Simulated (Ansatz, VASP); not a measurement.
**CdF2 in VASP and in Ansatz**

Contents of INCAR:

```
PREC = Accurate
ENCUT = 520
EDIFF = 1E-6
ISMEAR = -1
SIGMA = 0.03
LREAL = False
LASPH = True
NELM = 80
ALGO = Normal
ISIF = 2
LWAVE = False
LCHARG = True
LELF = True
LVHAR = True
NBANDS = 20
```

KPOINTS

```
Automatic mesh
0
Gamma
  9 9 9
```

File POSCAR:

```
CdF2
1.0
    0.0000000000      2.3920133807      2.3920133807
    2.3920133807      0.0000000000      2.3920133807
    2.3920133807      2.3920133807      0.0000000000
Cd F
1 2
Direct
    0.0000000000      0.0000000000      0.0000000000
    0.2500000000      0.2500000000      0.2500000000
    0.7500000000      0.7500000000      0.7500000000
```

Input for Ansatz:

```yaml
crystal:
  lattice:
    - [0.0, 2.3920133807, 2.3920133807]
    - [2.3920133807, 0.0, 2.3920133807]
    - [2.3920133807, 2.3920133807, 0.0]
  atoms:
    - { symbol: Cd, position: [0.0, 0.0, 0.0] }
    - { symbol: F, position: [0.25, 0.25, 0.25] }
    - { symbol: F, position: [0.75, 0.75, 0.75] }
kpoints:
  mp_grid: { grid: [9, 9, 9] }
  band_path:
    path:
      - [0.0, 0.0, 0.0]
      - [0.5, 0.0, 0.5]
      - [0.625, 0.25, 0.625]
      - [0.375, 0.375, 0.75]
      - [0.0, 0.0, 0.0]
      - [0.5, 0.5, 0.5]
      - [0.5, 0.25, 0.75]
      - [0.5, 0.0, 0.5]
    npoints: 6
scf:
  occupations: { method: fermi_dirac, width: 0.03 }
hamiltonian:
  xc: lda
  pseudopotentials: { kind: all_electron, lapw: { basis_error: 0.001 } }
output:
  forces: true
  stress: true
  eigenvalues: true
  populations: true
```

Change from the starting cell: volume scaled by 0.7, LAPW.

Alike in both runs: task single point; functional LDA; k mesh 9 × 9 × 9; occupations fermi-dirac, width 0.03 eV; no spin polarisation.

|  | VASP | Ansatz |
| --- | --- | --- |
| version | VASP 6.6.1 | Ansatz 0.2.0 |
| potentials or method | VASP PAW LDA potentials, release 64 (Cd, F), cutoff 520 eV | all-electron LAPW, scalar-relativistic |

```tsv
	VASP	Ansatz	Ansatz less VASP
gap on the k mesh at the Fermi level (eV)	3.96	3.98	+0.019
pressure (GPa)	87.2	81.3	-5.90
```

LDA's correlation is that of Perdew and Zunger in VASP and of Perdew and Wang (1992) in Ansatz. Both programs put the cell under a high pressure, so it lies far from rest at this level. Ansatz ran all-electron here, and VASP with PAW potentials.

Noted on VASP's run: the cell as given lies far from equilibrium.
